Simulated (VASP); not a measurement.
## TePb: single point with PBE

The system is TePb.

```
Pb Te
1.0
     0.00000    3.23100    3.23100
     3.23100    0.00000    3.23100
     3.23100    3.23100    0.00000
Pb Te
1 1
Direct
  0.00000 0.00000 0.00000
  0.50000 0.50000 0.50000
```

- Program: VASP 6.6.1
- Task: single point
- Functional: PBE
- Potentials or basis: VASP PAW PBE potentials, release 64 (Pb_d, Te)
- Cutoff: 520 eV
- k mesh: 4 × 4 × 4
- Occupations: fermi-dirac, width 0.05 eV
- Spin: no spin polarisation

```yaml
Pressure: 2.1 GPa
Band_gap_on_the_k_mesh: 0.73 eV, direct
```

Levels at points of the mesh, in eV from the valence-band top:
```tsv
k point	band 7	band 8	band 9	band 10	band 11	band 12	band 13	band 14
(0.00, 0.00, 0.00)	-5.60	-1.35	-1.35	-1.35	4.08	4.08	4.08	5.80
(0.50, 0.00, 0.00)	-8.59	-0.89	-0.89	0.00	0.73	1.27	1.27	8.39
(0.50, 0.50, 0.00)	-7.30	-4.50	-2.80	-2.80	3.29	5.48	5.48	6.71
```

Wall time 8.7 s on 1 thread of AMD EPYC 9R14 (Zen 4), on a shared host, peak memory 0.17 GiB.

Caveat: the k points lie up to 0.42 Å⁻¹ apart; spin-orbit coupling is left out, which moves the levels of the heavy elements. A k mesh can miss the band edges.
